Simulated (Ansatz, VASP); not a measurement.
**HfIn4SiO6: VASP beside Ansatz**

File INCAR:

```
PREC = Accurate
ENCUT = 520
EDIFF = 1E-8
ISMEAR = -1
SIGMA = 0.05
LREAL = F
LASPH = T
NELM = 100
ALGO = Normal
ISIF = 2
LWAVE = F
LCHARG = F
GGA = PE
LEFG = T
NBANDS = 63
KPAR = 4
```

File KPOINTS:

```
regular mesh
0
Gamma
  5 5 4
```

The input POSCAR:

```
HfIn4SiO6
1.0
    5.6986700000      0.0038100000      0.0155900000
   -0.7050600000      6.1081500000     -0.0057500000
   -2.7371800000     -1.3955700000      6.6307600000
Hf In Si O
1 4 1 6
Direct
    0.1179300000      0.0155600000      0.1329200000
    0.3884200000      0.9990100000      0.7289100000
    0.7586500000      0.0084200000      0.4958600000
    0.2346100000      0.4884100000      0.5330000000
    0.5964900000      0.4821100000      0.2052800000
    0.8677800000      0.4402900000      0.8554400000
    0.5531600000      0.3873800000      0.7929000000
    0.9345400000      0.3848300000      0.6559600000
    0.9841400000      0.2621800000      0.0034700000
    0.9908300000      0.6980600000      0.9845200000
    0.0866500000      0.0649300000      0.3937400000
    0.4868000000      0.1088300000      0.2179900000
```

File input.yaml:

```yaml
crystal:
  lattice:
    - [5.69867, 0.00381, 0.01559]
    - [-0.70506, 6.10815, -0.00575]
    - [-2.73718, -1.39557, 6.63076]
  atoms:
    - { symbol: Hf, position: [0.11793, 0.01556, 0.13292] }
    - { symbol: In, position: [0.38842, 0.99901, 0.72891] }
    - { symbol: In, position: [0.75865, 0.00842, 0.49586] }
    - { symbol: In, position: [0.23461, 0.48841, 0.533] }
    - { symbol: In, position: [0.59649, 0.48211, 0.20528] }
    - { symbol: Si, position: [0.86778, 0.44029, 0.85544] }
    - { symbol: O, position: [0.55316, 0.38738, 0.7929] }
    - { symbol: O, position: [0.93454, 0.38483, 0.65596] }
    - { symbol: O, position: [0.98414, 0.26218, 0.00347] }
    - { symbol: O, position: [0.99083, 0.69806, 0.98452] }
    - { symbol: O, position: [0.08665, 0.06493, 0.39374] }
    - { symbol: O, position: [0.4868, 0.10883, 0.21799] }
kpoints:
  mp_grid: { grid: [5, 5, 4] }
scf:
  occupations: { method: fermi_dirac, width: 0.05 }
hamiltonian:
  xc: pbe
  pseudopotentials: { kind: all_electron, datasets: crystal }
output:
  forces: true
  stress: true
  eigenvalues: true
  efg: {}
  elf: true
  volumetric_format: npy
```

Alike in both runs: task electric field gradients; functional PBE; k mesh 5 × 5 × 4; occupations fermi-dirac, width 0.05 eV; no spin polarisation.

|  | VASP | Ansatz |
| --- | --- | --- |
| version | VASP 6.6.1 | Ansatz 0.2.0 |
| potentials or method | VASP PAW PBE potentials, release 64 (Hf_pv, In_d, Si, O), cutoff 520 eV | all-electron PAW datasets made for the crystal |

```csv
,VASP,Ansatz,Ansatz less VASP
gap on the k mesh at the Fermi level (eV),0.88,0.89,+0.013
least direct gap on the mesh (eV),1.16,1.17,+0.010
pressure (GPa),-0.2,0.0,+0.22
"traceless stress, the component that is largest in VASP (GPa)",-0.06,0.01,+0.062
rms of the force components (eV/Å),0.051,0.004,-0.0469
size of Vzz on the site where it differs most (V/Å²),121.3,134.5,+13.21
```

Atom by atom the forces differ by 0.052 eV/Å (rms over components). Ansatz ran all-electron here, and VASP with PAW potentials.

Neither program's run includes spin-orbit coupling.
